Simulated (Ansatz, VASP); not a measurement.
Ge: VASP beside Ansatz

The input INCAR:

```
PREC = Accurate
ENCUT = 520
EDIFF = 1E-7
ISMEAR = -1
SIGMA = 0.02
LREAL = F
LASPH = T
NELM = 60
ALGO = Normal
ISIF = 2
LWAVE = F
LCHARG = F
GGA = PE
NBANDS = 21
```

File KPOINTS:

```
regular mesh
0
Gamma
  4 4 4
```

File POSCAR:

```
Ge
1.0
    0.0000000000      2.8289100000      2.8289100000
    2.8289100000      0.0000000000      2.8289100000
    2.8289100000      2.8289100000      0.0000000000
Ge
2
Direct
    0.7500000000      0.7500000000      0.7500000000
    0.5000000000      0.5000000000      0.5000000000
```

Contents of input.yaml:

```yaml
crystal:
  lattice:
    - [0.0, 2.82891, 2.82891]
    - [2.82891, 0.0, 2.82891]
    - [2.82891, 2.82891, 0.0]
  atoms:
    - { symbol: Ge, position: [0.75, 0.75, 0.75] }
    - { symbol: Ge, position: [0.5, 0.5, 0.5] }
kpoints:
  mp_grid: { grid: [4, 4, 4] }
scf:
  occupations: { method: fermi_dirac, width: 0.02 }
hamiltonian:
  xc: pbe
  pseudopotentials: { kind: all_electron, lapw: { basis_error: 0.003 } }
output:
  forces: true
  stress: true
  eigenvalues: true
```

Alike in both runs: task single point; functional PBE; k mesh 4 × 4 × 4; occupations fermi-dirac, width 0.02 eV; no spin polarisation.

|  | VASP | Ansatz |
| --- | --- | --- |
| version | VASP 6.6.1 | Ansatz 0.2.0 |
| potentials or method | VASP PAW PBE potentials, release 64 (Ge_d), cutoff 520 eV | all-electron LAPW, scalar-relativistic |

|  | VASP | Ansatz | Ansatz less VASP |
| --- | --- | --- | --- |
| gap on the k mesh at the Fermi level (eV) | 0.04 | 0.04 | +0.001 |
| least direct gap on the mesh (eV) | 0.04 | 0.04 | +0.001 |
| pressure (GPa) | 4.0 | 4.1 | +0.05 |

Ansatz ran all-electron here, and VASP with PAW potentials.

The k mesh is coarse, so the values compare programs but aren't converged.
